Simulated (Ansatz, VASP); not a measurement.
## Two plane-wave programs on Si

```
Si
1.0
     0.00000    2.73483    2.73483
     2.73483    0.00000    2.73483
     2.73483    2.73483    0.00000
Si
2
Cartesian
  0.0000 0.0000 0.0000
  1.3674 1.3674 1.3674
```

Alike in both runs: functional PBE; k mesh 10 × 10 × 10; occupations gaussian, width 0.02 eV; no spin polarisation.

Ansatz relaxed the structure, and its values are those at the end. VASP's run is a single point on that final structure, the one shown.

```csv
,VASP,Ansatz
version,VASP 6.6.1,Ansatz 0.2.0
potentials or method,"VASP PAW PBE potentials, release 64 (Si), cutoff 500 eV","scalar-relativistic, plane waves, PAW"
valence electrons in the cell,8,8
```

VASP gave:

* gap on the k mesh at the Fermi level (eV): 0.62
* least direct gap on the mesh (eV): 2.56
* pressure (GPa): 0.0

Task: Which values does Ansatz return?

Result: gap on the k mesh at the Fermi level (eV): 0.62; least direct gap on the mesh (eV): 2.55; pressure (GPa): 0.0.

The functional is the same, so the differences come from potentials, cutoffs and numerics.
